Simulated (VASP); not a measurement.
# AlN (Fm-3m) in VASP: notebook, part 2 of 2

VASP 6.6.1. The steps go on from the part before.

### Step 3. G0W0 quasiparticle levels, LDA

File POSCAR:

```
AlN
1.0
    0.0000000000      2.0188684454      2.0188684454
    2.0188684454      0.0000000000      2.0188684454
    2.0188684454      2.0188684454      0.0000000000
Al N
1 1
Direct
    0.0000000000      0.0000000000      0.0000000000
    0.5000000000      0.5000000000      0.5000000000
```

File INCAR.step1:

```
SYSTEM = AlN
  PREC = Accurate
  ENCUT = 500
  EDIFF = 1E-8
  ISMEAR = 0
  SIGMA = 0.01
  LREAL = .FALSE.
  LASPH = .TRUE.
  NELM = 60
  ALGO = Normal
  LWAVE = .TRUE.
  LCHARG = .FALSE.
```

File INCAR.step2:

```
SYSTEM = AlN
  PREC = Accurate
  ENCUT = 500
  EDIFF = 1E-8
  ISMEAR = 0
  SIGMA = 0.01
  LREAL = .FALSE.
  LASPH = .TRUE.
  NELM = 1
  ALGO = Exact
  LWAVE = .TRUE.
  LCHARG = .FALSE.
  NBANDS = 64
  LOPTICS = .TRUE.
  ISTART = 1
```

File INCAR.step3:

```
SYSTEM = AlN
  PREC = Accurate
  ENCUT = 500
  EDIFF = 1E-8
  ISMEAR = 0
  SIGMA = 0.01
  LREAL = .FALSE.
  LASPH = .TRUE.
  ALGO = EVGW0
  LWAVE = .FALSE.
  LCHARG = .FALSE.
  NELMGW = 1
  NBANDS = 64
  ENCUTGW = 80.0
  NOMEGA = 48
  PRECFOCK = Fast
  ISTART = 1
  NBANDSGW = 12
```

File KPOINTS:

```
Automatic mesh
0
G
  4 4 4
  0 0 0
```

Potentials or basis: VASP PAW LDA potentials, release 64 (Al_GW, N_GW).

On the command line:

```sh
cat potpaw_LDA.64/Al_GW/POTCAR potpaw_LDA.64/N_GW/POTCAR > POTCAR
cp INCAR.step1 INCAR
mpirun -np 1 vasp_std > vasp.out
cp INCAR.step2 INCAR
mpirun -np 1 vasp_std > vasp.out
cp INCAR.step3 INCAR
mpirun -np 1 vasp_std > vasp.out
```

OUTCAR:

```text
SYSTEM = AlN
   PREC = Accurate
   ENCUT = 500
   EDIFF = 1E-8
   ISMEAR = 0
   LREAL = .FALSE.
   LASPH = .TRUE.
   NELMGW = 1
   ENCUTGW = 80.0
   PRECFOCK = Fast
   ISTART = 1

 ion  position               nearest neighbor table
   1  0.000  0.000  0.000-   2 2.02   2 2.02   2 2.02   2 2.02   2 2.02   2 2.02
   2  0.500  0.500  0.500-   1 2.02   1 2.02   1 2.02   1 2.02   1 2.02   1 2.02

  LATTYP: Found a face centered cubic cell.
 ALAT       =     4.0377368908

  Lattice vectors:

 A1 = (   0.0000000000,   2.0188684454,   2.0188684454)
 A2 = (   2.0188684454,   0.0000000000,   2.0188684454)
 A3 = (   2.0188684454,   2.0188684454,   0.0000000000)

Analysis of symmetry for initial positions (statically):
=====================================================================
 Subroutine PRICEL returns:
 Original cell was already a primitive cell.

[... 148 lines left out ...]
   NELMHF              =     1    number of iterations in the inner HF iteration
   NKREDLFX            =     1    NKREDLFY  =   1   NKREDLFZ  =   1
 non-spin polarized calculation
 Gauss-broadening in eV      SIGMA  =   0.01
  energy-cutoff  :      500.00
  volume of cell :       16.46
 maximum number of plane-waves:       444
 NGX is ok and might be reduce to    24
  NGX = 12; NGY = 12; NGZ = 12
   NGX = 11   NGY = 11   NGZ = 11
 maximum number of plane-waves:        28
 NGX is ok and might be reduce to    10

 QP shifts <psi_nk| G(iteration)W_0 |psi_nk>: iteration 1
 for sc-GW calculations column KS-energies equals QP-energies in previous step
 and V_xc(KS)=  KS-energies - (<T + V_ion + V_H > + <T+V_H+V_ion>^1  + <V_x>^1)

 k-point   1 :       0.0000    0.0000    0.0000
  band No.  KS-energies  QP-energies   sigma(KS)   V_xc(KS)     V^pw_x(r,r')   Z            occupation Imag(sigma)

      1      -8.7592     -10.1622     -16.4962     -14.6076     -24.7317       0.7429       2.0000       1.3573
      2       8.7123       8.4712     -17.8558     -17.5542     -21.2148       0.7993       2.0000       0.1018
      3       8.7123       8.4712     -17.8558     -17.5542     -21.2148       0.7993       2.0000       0.1018
      4       8.7123       8.4712     -17.8558     -17.5542     -21.2148       0.7993       2.0000       0.1018
      5      14.5193      15.6662     -13.4406     -14.8576      -8.8310       0.8094       0.0000      -0.0936
      6      20.6951      21.8894      -9.6849     -11.1419      -4.4782       0.8197       0.0000      -0.1220
      7      20.6951      21.8894      -9.6849     -11.1419      -4.4782       0.8197       0.0000      -0.1220
      8      20.6951      21.8894      -9.6849     -11.1419      -4.4782       0.8197       0.0000      -0.1220
      9      25.9248      26.4222      -9.3066      -9.9551      -2.6393       0.7670       0.0000      -0.4085
     10      26.3094      27.8034     -10.1194     -11.9871      -4.4796       0.7999       0.0000      -0.2199
     11      26.3094      27.8034     -10.1194     -11.9871      -4.4796       0.7999       0.0000      -0.2199
     12      27.2426      28.8058      -9.8473     -11.8628      -2.9150       0.7756       0.0000      -0.4953
[... 100 lines left out ...]
      1      -4.1943      -5.3526     -18.4172     -16.8536     -26.1867       0.7408       2.0000       0.8195
      2       2.9258       2.0916     -15.2565     -14.1764     -19.3507       0.7723       2.0000       0.1579
      3       2.9258       2.0916     -15.2565     -14.1764     -19.3507       0.7723       2.0000       0.1579
      4       4.7309       4.0988     -15.5667     -14.7637     -19.1607       0.7871       2.0000       0.1280
      5      16.6499      18.2224     -11.9780     -13.9164      -7.3948       0.8113       0.0000      -0.0958
      6      19.3232      20.7872     -12.1431     -13.9815      -6.9671       0.7964       0.0000      -0.1230
      7      19.3232      20.7872     -12.1431     -13.9815      -6.9671       0.7964       0.0000      -0.1230
      8      20.7992      22.1691     -10.5027     -12.2285      -4.7911       0.7938       0.0000      -0.1603
      9      27.7327      29.2525     -10.9385     -12.9230      -3.9585       0.7658       0.0000      -0.4760
     10      27.7327      29.2525     -10.9385     -12.9230      -3.9585       0.7658       0.0000      -0.4760
     11      33.6350      35.2828     -11.0296     -13.0864      -4.0835       0.8011       0.0000      -0.8281
     12      36.3690      37.8042      -8.7731     -10.6187      -1.4217       0.7776       0.0000      -0.9617
```

OUTCAR.step1:

```text
SYSTEM = AlN
   PREC = Accurate
   ENCUT = 500
   EDIFF = 1E-8
   ISMEAR = 0
   LREAL = .FALSE.
   LASPH = .TRUE.
[... 289 lines left out ...]
      0.00000      0.00000      0.00000         0.000000      0.000000     -0.000000
      2.01887      2.01887      2.01887        -0.000000     -0.000000      0.000000
 -----------------------------------------------------------------------------------
    total drift:                               -0.000000     -0.000000      0.000000

  FREE ENERGIE OF THE ION-ELECTRON SYSTEM (eV)
  ---------------------------------------------------
  free  energy   TOTEN  =       -16.1759774039 eV

  energy  without entropy=      -16.1759774039  energy(sigma->0) =      -16.17597740
```

OUTCAR.step2:

```text
SYSTEM = AlN
   PREC = Accurate
   ENCUT = 500
   EDIFF = 1E-8
[... 689 lines left out ...]
  --------------------------------------------------------------------------------------------------------------
     0.00000     6.46458     6.46458     6.46458    -0.00000    -0.00000    -0.00000
     1.70223     6.68165     6.68165     6.68165    -0.00000    -0.00000    -0.00000
     3.40446     7.49312     7.49312     7.49312    -0.00000    -0.00000    -0.00000
     5.10670     9.99426     9.99426     9.99426    -0.00000    -0.00000    -0.00000
     6.80893    18.96698    18.96698    18.96698    -0.00000    -0.00000    -0.00000
     8.51116     2.78416     2.78416     2.78416     0.00000     0.00000    -0.00000
[... 92 lines left out ...]
   166.81873     0.97408     0.97408     0.97408     0.00000     0.00000     0.00000
   168.52096     0.97464     0.97464     0.97464     0.00000     0.00000     0.00000
```

It took 71 s on 1 thread of AMD EPYC 7R13, shared host; peak memory 0.13 GiB.

What came out:

```yaml
Band_gap_on_the_k_mesh_mean-field_level: 4.44 eV, indirect (least direct gap 5.81 eV)
Quasiparticle_gap: 5.87 eV
Least_direct_quasiparticle_gap: 7.20 eV
```

Levels at points of the mesh, in eV from the valence-band top:
```
           k point  band 2  band 3  band 4  band 5  band 6  band 7
(0.00, 0.00, 0.00)    0.00    0.00    0.00    5.81   11.98   11.98
(0.50, 0.00, 0.00)   -8.41   -1.09   -1.09    6.12   10.78   10.78
(0.50, 0.50, 0.00)   -7.48   -2.84   -2.84    4.44    5.14   13.94
```

Caveat: the k points lie up to 0.67 Å⁻¹ apart; bands, screening cutoff and mesh are small and nothing is extrapolated, so the quasiparticle values aren't converged.
